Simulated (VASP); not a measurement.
Runs of VASP 6.6.1 on Be3Pd2S. The structure is that of space group P6/mmm (No. 191), or close to it. The cells are those of the table. 

```tsv
task	cell	k mesh	cutoff (eV)	k mesh for the DOS	occupations for the DOS	gap on the mesh (eV)	pressure (GPa)	relaxed volume (Å³/atom)
single point	a = 4.941, b = 4.941, c = 3.705 Å, angles 90.0, 90.0, 120.0°, 6 atoms	6 × 6 × 6	520	-	-	none	0.0	-
single point	a = 4.883, b = 4.883, c = 3.770 Å, angles 90.0, 90.0, 120.0°, 6 atoms	9 × 9 × 10	520	-	-	none	0.0	-
relaxation of cell and atoms	relaxed from a = 4.941, b = 4.941, c = 3.705 Å, angles 90.0, 90.0, 120.0°, 6 atoms	9 × 9 × 10	600	-	-	none	0.0	12.97
relaxation of cell and atoms	relaxed from a = 5.321, b = 5.321, c = 2.880 Å, angles 90.0, 90.0, 120.0°, 6 atoms	6 × 6 × 6	600	-	-	none	-0.1	(a)
single point	a = 5.321, b = 5.321, c = 2.880 Å, angles 90.0, 90.0, 120.0°, 6 atoms	6 × 6 × 6	520	-	-	none	30.8	-
```

Alike in all rows: level PBE; potentials or basis VASP PAW PBE potentials, release 64 (Be, Pd, S); no spin polarisation; smearing gaussian 0.1 eV.

Problem. Estimate the missing entries.

Solution. (a) 13.05.

Caveats: some runs use coarse meshes.

A k mesh can miss the band edges, and the runs leave out spin-orbit coupling on Pd.

A gap of «none» marks levels without a gap at the run's occupations.
